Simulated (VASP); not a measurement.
A run of VASP 6.6.1 is set up as follows.

INCAR

```
PREC = Accurate
ENCUT = 520
EDIFF = 1E-6
ISMEAR = 0
SIGMA = 0.1
LREAL = False
LASPH = True
NELM = 60
ALGO = Normal
ISIF = 2
LWAVE = False
LCHARG = False
NBANDS = 33
```

The input KPOINTS:

```
Automatic mesh
0
Gamma
  3 3 1
```

POSCAR

```
Al12O
1.0
    5.7275650000      0.0000000000      0.0000000000
    2.8637820000      4.9602170000      0.0000000000
    0.0000000000      0.0000000000     17.6765370000
Al O
12 1
Direct
    0.1666666208      0.1666667003      0.0565722234
    0.6666667081      0.1666667003      0.0565722234
    0.1666666712      0.6666665995      0.0565722234
    0.6666667585      0.6666665995      0.0565722234
   -0.1746438514      0.3406373149      0.1899649236
    0.3275635150      0.3432571599      0.1906040759
   -0.1722366859      0.8318565498      0.1799095038
    0.3207700996      0.8489481408      0.1899821781
   -0.0014040495      0.0490476526      0.3200415896
    0.4718448843      0.0432783485      0.3196090954
   -0.0114020216      0.5346572539      0.3203806266
    0.4869757294      0.5406116305      0.3141652689
    0.8166216261      0.8874930270      0.3585030258
```

Potentials or basis: VASP PAW LDA potentials, release 64 (Al, O).

Run with:

```sh
$ cat potpaw_LDA.64/Al/POTCAR potpaw_LDA.64/O/POTCAR > POTCAR
$ mpirun -np 1 vasp_std > vasp.out
```

(1) What does it give for the band gap on the k mesh?

(2) What does it give for the largest force?

Results:

(1) zero (bands 21 and 22 overlap by 0.37 eV).

(2) 0.212 eV/Å.

Caveat: the k points lie up to 0.42 Å⁻¹ apart.
